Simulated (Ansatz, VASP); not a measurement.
## Two plane-wave programs on LiCl

```
Li Cl
1.0
     0.04435    2.55603    2.55603
     2.55603    0.04435    2.55603
     2.60037    2.60037    0.00000
Li Cl
1 1
Direct
  0.00000 0.00000 0.00000
  0.50000 0.50000 0.50000
```

Change from the starting cell: shear_xy strain +3.5%.

Alike in both runs: task single point; functional HSE06; k mesh 6 × 6 × 6; no spin polarisation.

|  | VASP | Ansatz |
| --- | --- | --- |
| version | VASP 6.6.1 | Ansatz 0.2.0 |
| potentials or method | VASP PAW PBE potentials, release 64 (Li_sv, Cl) | plane waves, PAW |
| plane-wave cutoff (eV) | 520 | 420 |
| occupations | gaussian, width 0.01 eV | fixed |
| valence electrons in the cell | 10 | 10 |

|  | VASP | Ansatz | Ansatz less VASP |
| --- | --- | --- | --- |
| gap on the k mesh at the Fermi level (eV) | 7.68 | 7.67 | -0.007 |

Ansatz's warnings: stress exchange threshold loose, stress scf threshold loose.

Noted on VASP's run: the cutoff is short for stress, so the pressure is rough.
